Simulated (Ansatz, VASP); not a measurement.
KCl in VASP and in Ansatz

The input INCAR:

```
SYSTEM = KCl
  PREC = Accurate
  ENCUT = 520
  EDIFF = 1E-6
  ISMEAR = 0
  SIGMA = 0.01
  LREAL = .False.
  LASPH = .True.
  NELM = 80
  ALGO = Normal
  ISIF = 2
  LWAVE = .False.
  LCHARG = .False.
  GGA = PS
  NBANDS = 15
```

Contents of KPOINTS:

```
regular mesh
0
Gamma
  6 6 6
  0 0 0
```

The input POSCAR:

```
KCl
1.0
    2.8496759620      2.8496759620      0.0000000000
   -2.8496759620      2.8496759620      0.0000000000
    0.0000000000      2.8496759620      2.8496759620
K Cl
1 1
Direct
    0.0000000000      0.0000000000      0.0000000000
    0.5000000000      0.5000000000      0.0000000000
```

Input for Ansatz:

```yaml
crystal:
  lattice:
    - [2.84967596205, 2.84967596205, 0.0]
    - [-2.84967596205, 2.84967596205, 0.0]
    - [0.0, 2.84967596205, 2.84967596205]
  atoms:
    - { symbol: K, position: [0.0, 0.0, 0.0] }
    - { symbol: Cl, position: [0.5, 0.5, 0.0] }
kpoints:
  mp_grid: { grid: [6, 6, 6] }
scf:
  occupations: { method: fixed }
  convergence: { dr2_threshold: 1.0e-10 }
hamiltonian:
  xc: pbesol
  pseudopotentials: { kind: all_electron, lapw: { basis_error: 0.0005 } }
output:
  forces: true
  stress: true
  eigenstates:
    kpoints:
      - [0.0, 0.0, 0.0]
      - [-0.5, -0.5, -0.5]
      - [-0.5, 0.5, 0.0]
      - [0.0, 0.0, -0.5]
      - [0.0, -0.5, -0.5]
      - [0.0, 0.5, 0.0]
      - [-0.5, 0.0, 0.0]
      - [-0.5, 0.0, -0.5]
  eigenvalues: true
```

Alike in both runs: task single point; functional PBEsol; k mesh 6 × 6 × 6; no spin polarisation.

|  | VASP | Ansatz |
| --- | --- | --- |
| version | VASP 6.6.1 | Ansatz 0.2.0 |
| potentials or method | VASP PAW PBE potentials, release 64 (K_sv, Cl), cutoff 520 eV | all-electron LAPW, scalar-relativistic |
| occupations | gaussian, width 0.01 eV | fixed |

```tsv
	VASP	Ansatz	Ansatz less VASP
gap on the k mesh at the Fermi level (eV)	5.86	5.85	-0.008
pressure (GPa)	10.2	10.0	-0.25
```

VASP's potentials were made for PBE, not for PBEsol. Ansatz ran all-electron here, and VASP with PAW potentials.
